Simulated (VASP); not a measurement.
# Na: relaxation of cell and atoms with LDA

Crystal: Na.

```
Na
1.0
     3.70832    0.00000    0.00000
    -1.23611    3.49624    0.00000
    -1.23611   -1.74812    3.02783
Na
1
Direct
  0.00000 0.00000 0.00000
```

| Property | Result |
| --- | --- |
| Program | VASP 6.6.1 |
| Task | relaxation of cell and atoms |
| Functional | LDA |
| Potentials or basis | VASP PAW LDA potentials, release 64 (Na_pv) |
| Cutoff | 500 eV |
| k mesh | 7 × 7 × 7 |
| Occupations | gaussian, width 0.1 eV |
| Spin | no spin polarisation |
| Dipole correction | no |
| Further INCAR settings | ALGO = Normal; EDIFF = 1e-07; IBRION = 2; EDIFFG = -0.01; NSW = 80; ISIF = 3 |

The relaxed volume is 33.22 Å³/atom and the relaxed cell is a = 3.508 Å, b = 3.508 Å, c = 3.508 Å, α = 109.47°, β = 109.47°, γ = 109.47°. The space group after relaxing (to 0.05 Å) is Im-3m (No. 229). The energy gained by relaxing is 24.1 meV/atom. The ionic steps are 3 and the pressure after relaxing is 0.0 GPa.

Step by step:
```csv
step,energy change (eV),largest force (eV/Å),pressure (GPa),volume (Å³)
1,0.0000,0.0000,-1.14,39.26
2,-0.0102,0.0000,-0.94,37.68
3,-0.0241,0.0000,0.01,33.22
```

Final structure:
```
Na
1.0
     3.50762    0.00000    0.00000
    -1.16921    3.30702    0.00000
    -1.16921   -1.65351    2.86396
Na
1
Direct
  0.00000 0.00000 0.00000
```

Levels at points of the mesh, in eV from the Fermi level:
| k point | band 1 | band 2 | band 3 | band 4 | band 5 | band 6 | band 7 |
| --- | --- | --- | --- | --- | --- | --- | --- |
| (0.00, 0.00, 0.00) | -24.79 | -24.79 | -24.79 | -3.45 | 12.43 | 12.43 | 12.43 |

Run time: 18 s on 1 thread of Intel Xeon 8259CL (shared host), peak memory 0.13 GiB.

Caveat: the volume moved by over 15 % at a fixed basis, so the end points are rough; the volume moved by -15 % from the deposited cell, more than functionals usually miss. LDA usually gives volumes a few per cent too small.
